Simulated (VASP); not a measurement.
Here is a VASP 6.6.1 calculation.

INCAR

```
SYSTEM = MnO2
PREC = Accurate
ENCUT = 520
EDIFF = 1E-6
ISMEAR = 0
SIGMA = 0.05
LREAL = .False.
LASPH = .True.
NELM = 150
ALGO = Normal
ISIF = 2
LWAVE = .False.
LCHARG = .False.
ISPIN = 2
MAGMOM = 3.15 -0.15 -0.15
LORBIT = 11
LMAXMIX = 4
LDAU = .True.
LDAUTYPE = 2
LDAUL = 2 -1
LDAUU = 3.9 0
LDAUJ = 0 0
LDAUPRINT = 1
GGA = PE
NBANDS = 24
```

KPOINTS

```
Automatic mesh
0
Gamma
  10 10 6
  0 0 0
```

POSCAR

```
MnO2
1.0
    2.9208194151      0.0000000000      0.0000000000
   -1.4604097076      2.5295038134      0.0000000000
    0.0000000000      0.0000000000      5.7252669764
Mn O
1 2
Direct
    0.0000000000      0.0000000000      0.0000000000
    0.3333333333      0.6666666667      0.1662224769
    0.6666666667      0.3333333333      0.8337775231
```

Potentials or basis: VASP PAW PBE potentials, release 64 (Mn_pv, O).

Command:

```console
$ cat potpaw_PBE.64/Mn_pv/POTCAR potpaw_PBE.64/O/POTCAR > POTCAR
$ mpirun -np 1 vasp_std > vasp.out
```

**Question.** What does it give for the band gap on the k mesh?

**Answer.** 1.89 eV, indirect (least direct gap 2.06 eV).

**Question.** Estimate the net moment.

**Answer.** 3.00 μB per cell.

**Question.** Estimate the largest force.

**Answer.** 0.089 eV/Å.

Eigenvalues of the final occupation matrices:
| site | spin | trace | eigenvalues |
| --- | --- | --- | --- |
| site 1 d | 1 | 4.01 | 0.56 0.56 0.96 0.96 0.96 |
| site 1 d | 2 | 0.84 | 0.07 0.07 0.07 0.31 0.31 |

Caveat: a cell with one magnetic atom can't hold antiferromagnetic order, which such compounds often take. A k mesh can miss the band edges.
